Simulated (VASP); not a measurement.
# TaO (F-43m) in VASP: notebook, part 3 of 3

VASP 6.6.1. The steps go on from the part before.

## (6) Relaxation of cell and atoms, r2SCAN

This run uses another cell than the first one, of 13.23 Å³/atom.

File POSCAR:

```
TaO
1.0
    0.0000000000      2.3650000000      2.3650000000
    2.3650000000      0.0000000000      2.3650000000
    2.3650000000      2.3650000000      0.0000000000
Ta O
1 1
Direct
    0.0000000000      0.0000000000      0.0000000000
    0.2500000000      0.2500000000      0.2500000000
```

File INCAR.step1:

```
SYSTEM = TaO
  PREC = Accurate
  ENCUT = 660
  ISMEAR = 0
  SIGMA = 0.1
  LREAL = .FALSE.
  LASPH = .TRUE.
  NELM = 120
  GGA = PE
  ALGO = Normal
  EDIFF = 1E-5
  LWAVE = .TRUE.
  LCHARG = .FALSE.
  GGA_COMPAT = .FALSE.
  IBRION = 2
  ISIF = 3
  EDIFFG = -0.005
  NELMIN = 4
  NSW = 100
```

File INCAR.step2:

```
SYSTEM = TaO
  PREC = Accurate
  ENCUT = 660
  EDIFF = 1E-7
  ISMEAR = 0
  SIGMA = 0.1
  LREAL = .FALSE.
  LASPH = .TRUE.
  NELM = 120
  ALGO = Normal
  ISIF = 3
  LWAVE = .FALSE.
  LCHARG = .FALSE.
  METAGGA = R2SCAN
  LMIXTAU = .TRUE.
  IBRION = 2
  NSW = 80
  EDIFFG = -0.03
  ISTART = 1
  GGA_COMPAT = .FALSE.
  NELMIN = 4
```

File KPOINTS:

```
regular mesh
0
G
  6 6 6
  0 0 0
```

Potentials or basis: VASP PAW PBE potentials, release 64 (Ta_pv, O).

On the command line:

```bash
cat potpaw_PBE.64/Ta_pv/POTCAR potpaw_PBE.64/O/POTCAR > POTCAR
cp INCAR.step1 INCAR
mpirun -np 1 vasp_std > vasp.out
cp INCAR.step2 INCAR
mpirun -np 1 vasp_std > vasp.out
```

OUTCAR:

```text
SYSTEM = TaO
   PREC = Accurate
   ENCUT = 660
   EDIFF = 1E-7
   ISMEAR = 0
   LREAL = .FALSE.
   LASPH = .TRUE.
   NELM = 120
   ISIF = 3
   METAGGA = R2SCAN
   IBRION = 2
   NSW = 80
   EDIFFG = -0.03
   ISTART = 1
   NELMIN = 4

 ion  position               nearest neighbor table
   1  0.000  0.000  0.000-   2 2.05   2 2.05   2 2.05   2 2.05
   2  0.250  0.250  0.250-   1 2.05   1 2.05   1 2.05   1 2.05

  LATTYP: Found a face centered cubic cell.
 ALAT       =     4.7300000000

  Lattice vectors:

 A1 = (   0.0000000000,   2.3650000000,   2.3650000000)
 A2 = (   2.3650000000,   0.0000000000,   2.3650000000)
 A3 = (   2.3650000000,   2.3650000000,   0.0000000000)

Analysis of symmetry for initial positions (statically):
=====================================================================
 Subroutine PRICEL returns:
 Original cell was already a primitive cell.

 Routine SETGRP: Setting up the symmetry group for a
 face centered cubic supercell.

 Subroutine GETGRP returns: Found 24 space group operations
 (whereof 24 operations were pure point group operations)
 out of a pool of 48 trial point group operations.

[... 145 lines left out ...]

 number of electron      17.0000000 magnetization

 Free energy of the ion-electron system (eV)
  ---------------------------------------------------
  ext. energy  EPLUGINS =         0.00000000
  ---------------------------------------------------
  free energy    TOTEN  =       -56.98598864 eV

  energy without entropy =      -56.96736641  energy(sigma->0) =      -56.97667753

------------------------ aborting loop because EDIFF is reached ----------------------------------------

  FORCE on cell =-STRESS in cart. coord.  units (eV):
  Direction    XX          YY          ZZ          XY          YZ          ZX
  --------------------------------------------------------------------------------------
  -------------------------------------------------------------------------------------
  Total        1.0955703      1.0955703      1.0955703     -0.0000000     -0.0000000      0.0000000
  in kB       66.3479308     66.3479308     66.3479308     -0.0000000     -0.0000000      0.0000000
  external PRESSURE =      66.3479308 kB  Pullay stress =       0.0000000 kB
[... 59 lines left out ...]
--------------------------------------- Ionic step        3  -------------------------------------------

 number of electron      16.9999996 magnetization

 Free energy of the ion-electron system (eV)
  ---------------------------------------------------
  ext. energy  EPLUGINS =         0.00000000
  ---------------------------------------------------
  free energy    TOTEN  =       -57.00039385 eV

  energy without entropy =      -56.98136864  energy(sigma->0) =      -56.99088124

 E-fermi :   6.5322     XC(G=0): -12.7051

 val. band max:        6.2566035159   @ k =   0.5000   0.3333   0.1667
 cond. band min:       6.5342641944   @ k =   0.5000   0.3333   0.0000
 fundamental gap:      0.2776606785
 Fermi energy:         6.5322017417

 k-point     1 :       0.0000    0.0000    0.0000
  band No.  band energies     occupation
      1     -30.6633      2.00000
      2     -30.6633      2.00000
      3     -30.6633      2.00000
      4     -16.9248      2.00000
      5      -2.2280      2.00000
      6      -2.2280      2.00000
      7      -2.2280      2.00000
      8       3.3755      2.00000
      9       7.1452      0.00000
     10       7.1452      0.00000
     11      10.8045      0.00000
     12      10.8045      0.00000
[... 252 lines left out ...]
  FREE ENERGIE OF THE ION-ELECTRON SYSTEM (eV)
  ---------------------------------------------------
  free  energy   TOTEN  =       -57.0003938522 eV

  energy  without entropy=      -56.9813686368  energy(sigma->0) =      -56.99088124

 reached required accuracy - stopping structural energy minimisation
```

OSZICAR.step1:

```text
N       E                     dE             d eps       ncg     rms          rms(c)
DAV:   1     0.128397398107E+03    0.12840E+03   -0.10744E+04   384   0.165E+03
DAV:   2    -0.165074688946E+02   -0.14490E+03   -0.14029E+03   444   0.395E+02
DAV:   3    -0.217797701596E+02   -0.52723E+01   -0.51617E+01   464   0.701E+01
DAV:   4    -0.218317275452E+02   -0.51957E-01   -0.51920E-01   448   0.729E+00
[... 28 lines left out ...]
       N       E                     dE             d eps       ncg     rms          rms(c)
DAV:   1    -0.189948092122E+02   -0.10149E-03   -0.24593E-03   396   0.647E-01    0.835E-02
DAV:   2    -0.189947362245E+02    0.72988E-04   -0.17529E-04   404   0.133E-01    0.324E-02
DAV:   3    -0.189947250598E+02    0.11165E-04   -0.36430E-05   396   0.694E-02    0.109E-02
DAV:   4    -0.189947238669E+02    0.11928E-05   -0.51925E-06   204   0.231E-02
   4 F= -.18994724E+02 E0= -.18985951E+02  d E =-.356140E-01
```

Wall time 61 s (1 thread of Intel Xeon 6975P-C (Granite Rapids), shared host); peak memory 0.17 GiB.

Results:

```
Free energy                           : -57.0004 eV
Relaxed volume                        : 13.59 Å³/atom
Relaxed cell                          : a = 3.375 Å, b = 3.375 Å, c = 3.375 Å, α = 60.00°, β = 60.00°, γ = 60.00°
Space group after relaxing (to 0.1 Å) : F-43m (No. 216)
Energy gained by relaxing             : 7.2 meV/atom
Ionic steps                           : 3
Pressure after relaxing               : -0.1 GPa
Band gap on the k mesh                : zero (an odd number of electrons rules out a gap without spin polarisation)
```

The path:
```csv
step,energy change (eV),largest force (eV/Å),pressure (GPa),volume (Å³)
1,0.0000,0.0000,6.63,26.46
2,0.0364,0.0000,-10.79,28.61
3,-0.0144,0.0000,-0.10,27.18
```

Final structure:
```xyz
2
Lattice="0.0000 2.3864 2.3864 2.3864 0.0000 2.3864 2.3864 2.3864 0.0000" Properties=species:S:1:pos:R:3 pbc="T T T"
Ta    0.0000    0.0000    0.0000
O     1.1932    1.1932    1.1932
```

Caveat: the k points lie up to 0.38 Å⁻¹ apart in the final cell, too coarse for converged energies and pressures of a metal; the PAW data sets were made with another functional, which shifts forces and pressure a little; spin-orbit coupling is left out, which moves the levels of the heavy elements; an odd number of electrons without spin polarisation forces a metal; a magnetic or distorted state may lie lower.

## (7) Summary

```tsv
task	cell	gap on the mesh (eV)	pressure (GPa)
single point	a = 3.293 Å, angles 60.0°, 2 atoms	none	20.2
single point	a = 3.330 Å, angles 60.0°, 2 atoms	none	10.1
single point	a = 3.374 Å, angles 60.0°, 2 atoms	none	0.0
single point	a = 3.351 Å, angles 60.0°, 2 atoms	none	5.1
relaxation of cell and atoms	relaxed from a = 3.345 Å, angles 60.0°, 2 atoms	none	-0.1
```

Alike in all rows: level r2SCAN; potentials or basis VASP PAW PBE potentials, release 64 (Ta_pv, O); no spin polarisation; k mesh 6 × 6 × 6; cutoff (eV) 660; smearing gaussian 0.1 eV.

Caveats: all runs use coarse meshes; the PAW data sets were made with another functional, which shifts forces and pressure a little; spin-orbit coupling is left out, which moves the levels of the heavy elements; an odd number of electrons without spin polarisation forces a metal; a magnetic or distorted state may lie lower.

Absolute energies hang on the potentials; compare differences alone.
